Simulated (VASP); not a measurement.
Here is a VASP 6.6.1 calculation.

INCAR

```
SYSTEM = Hf
PREC = Accurate ; ENCUT = 520
EDIFF = 1E-6 ; ISMEAR = 0
SIGMA = 0.1 ; LREAL = .FALSE.
LASPH = .TRUE. ; NELM = 60
ALGO = Normal ; ISIF = 2
LWAVE = .FALSE. ; LCHARG = .TRUE.
GGA = PE ; LELF = .TRUE.
LVHAR = .TRUE. ; NBANDS = 22
```

File KPOINTS:

```
regular mesh
0
G
  12 12 14
  0 0 0
```

POSCAR

```
Hf
1.0
    4.9938624464      0.0000000000      0.0000000000
   -2.4969312232      4.3248117416      0.0000000000
    0.0000000000      0.0000000000      3.0993927492
Hf
3
Direct
    0.0000000000      0.0000000000      0.0000000000
    0.3333333333      0.6666666667      0.5000000000
    0.6666666667      0.3333333333      0.5000000000
```

Potentials or basis: VASP PAW PBE potentials, release 64 (Hf_pv).

Command:

```sh
$ cat potpaw_PBE.64/Hf_pv/POTCAR > POTCAR
$ mpirun -np 1 vasp_std > vasp.out
```

Problem. Estimate the band gap on the k mesh.

Solution. Zero (band 15 reaches 5.09 eV, above the bottom of band 16 at 4.13 eV).

Problem. What does it give for the pressure?

Solution. -0.4 GPa.

Stress tensor (GPa, compression positive):
```
-0.49  0.00  0.00
 0.00 -0.49  0.00
 0.00  0.00 -0.33
```

Caveat: spin-orbit coupling is left out, which moves the levels of the heavy elements.
